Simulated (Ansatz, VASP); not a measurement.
**SiPd3Pt in VASP and in Ansatz**

INCAR

```
SYSTEM = SiPd3Pt
  PREC = Accurate
  ENCUT = 600
  EDIFF = 1E-6
  ISMEAR = 0
  SIGMA = 0.1
  LREAL = .False.
  LASPH = .True.
  NELM = 60
  ALGO = Normal
  ISIF = 3
  LWAVE = .False.
  LCHARG = .False.
  GGA = PE
  IBRION = 2
  NSW = 100
  EDIFFG = -0.01
```

KPOINTS

```
regular mesh
0
Gamma
  8 8 8
  0 0 0
```

The input POSCAR:

```
SiPd3Pt
1.0
    4.4459891303      0.0000000000      0.0000000000
    0.0000000000      4.4459891303      0.0000000000
    0.0000000000      0.0000000000      4.4459891303
Si Pd Pt
1 3 1
Direct
    0.5000000000      0.5000000000      0.5000000000
    0.0000000000      0.5000000000      0.5000000000
    0.5000000000      0.0000000000      0.5000000000
    0.5000000000      0.5000000000      0.0000000000
    0.0000000000      0.0000000000      0.0000000000
```

Input for Ansatz:

```yaml
crystal:
  lattice:
    - [4.4459891303, 0.0, 0.0]
    - [0.0, 4.4459891303, 0.0]
    - [0.0, 0.0, 4.4459891303]
  atoms:
    - { symbol: Si, position: [0.5, 0.5, 0.5] }
    - { symbol: Pd, position: [0.0, 0.5, 0.5] }
    - { symbol: Pd, position: [0.5, 0.0, 0.5] }
    - { symbol: Pd, position: [0.5, 0.5, 0.0] }
    - { symbol: Pt, position: [0.0, 0.0, 0.0] }
basis:
  ecutwfc: 420
kpoints:
  mp_grid: { grid: [8, 8, 8] }
hamiltonian:
  xc: pbe
scf:
  occupations: { method: gaussian, width: 0.1 }
output:
  forces: true
  stress: true
  eigenvalues: true
  write_density: true
  write_potential: true
  elf: true
  volumetric_format: npy
relax:
  adjacent_minimum: "off"
  f_tol: 0.01
  max_steps: 80
  cell: { stress_tol: 0.05 }
```

Change from the starting cell: species swapped into the Mn3GaC type (Pm-3m, No. 221).

Alike in both runs: task relaxation of cell and atoms; functional PBE; k mesh 8 × 8 × 8; occupations gaussian, width 0.1 eV; no spin polarisation.

|  | VASP | Ansatz |
| --- | --- | --- |
| version | VASP 6.6.1 | Ansatz 0.2.0 |
| potentials or method | VASP PAW PBE potentials, release 64 (Si, Pd, Pt), cutoff 600 eV | scalar-relativistic, plane waves, PAW |
| valence electrons in the cell | 44 | 76 |

Ansatz gave:

```
gap on the k mesh at the Fermi level, each at its own relaxed structure (eV) : none
relaxed volume (Å³/atom)                                                     : 17.59
relaxed cell length with the largest relative difference (Å)                 : 4.447
```

**Question.** What did VASP give for the same quantities?

**Answer.** gap on the k mesh at the Fermi level, each at its own relaxed structure (eV): none; relaxed volume (Å³/atom): 17.63; relaxed cell length with the largest relative difference (Å): 4.451.

A gap of «none» marks a metal or a gap that the smearing closes. VASP's potentials hold 44 valence electrons a cell and Ansatz's 76, so a difference there can come from the potentials and not from the codes.

Spin-orbit coupling is off throughout.
